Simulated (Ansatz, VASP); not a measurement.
TiB2 in VASP and in Ansatz

Contents of INCAR:

```
SYSTEM = TiB2
PREC = Accurate ; ENCUT = 520
EDIFF = 1E-8 ; ISMEAR = -1
SIGMA = 0.08 ; LREAL = .FALSE.
LASPH = .TRUE. ; NELM = 80
ALGO = Normal ; ISIF = 2
LWAVE = .FALSE. ; LCHARG = .FALSE.
GGA = PE ; LEFG = .TRUE.
NBANDS = 16
```

File KPOINTS:

```
Automatic mesh
0
G
  15 15 13
  0 0 0
```

Contents of POSCAR:

```
TiB2
1.0
    3.0291982016      0.0000000000      0.0000000000
   -1.5145991008      2.6233625957      0.0000000000
    0.0000000000      0.0000000000      3.1961160000
Ti B
1 2
Direct
    0.0000000000      0.0000000000      0.0000000000
    0.3333333333      0.6666666667      0.5000000000
    0.6666666667      0.3333333333      0.5000000000
```

Input for Ansatz:

```yaml
crystal:
  lattice:
    - [3.0291982016, 0.0, 0.0]
    - [-1.5145991008, 2.6233625957, 0.0]
    - [0.0, 0.0, 3.196116]
  atoms:
    - { symbol: Ti, position: [0.0, 0.0, 0.0] }
    - { symbol: B, position: [0.3333333333, 0.6666666667, 0.5] }
    - { symbol: B, position: [0.6666666667, 0.3333333333, 0.5] }
kpoints:
  mp_grid: { grid: [15, 15, 13] }
scf:
  occupations: { method: fermi_dirac, width: 0.08 }
hamiltonian:
  xc: pbe
  pseudopotentials: { kind: all_electron, datasets: crystal }
output:
  forces: true
  stress: true
  eigenvalues: true
  efg: { contact_densities: true }
```

Change from the starting cell: zz strain of -1 %, crystal datasets.

Alike in both runs: task electric field gradients; functional PBE; k mesh 15 × 15 × 13; occupations fermi-dirac, width 0.08 eV; no spin polarisation.

|  | VASP | Ansatz |
| --- | --- | --- |
| version | VASP 6.6.1 | Ansatz 0.2.0 |
| potentials or method | VASP PAW PBE potentials, release 64 (Ti_sv, B), cutoff 520 eV | all-electron PAW with datasets made for the crystal, scalar-relativistic |

|  | VASP | Ansatz | Ansatz less VASP |
| --- | --- | --- | --- |
| pressure (GPa) | 2.7 | 2.5 | -0.17 |
| traceless stress, the component that is largest in VASP (GPa) | 1.70 | 1.72 | +0.024 |
| size of Vzz on the site where it differs most (V/Å²) | 16.6 | 19.4 | +2.81 |

Ansatz ran all-electron here, and VASP with PAW potentials.
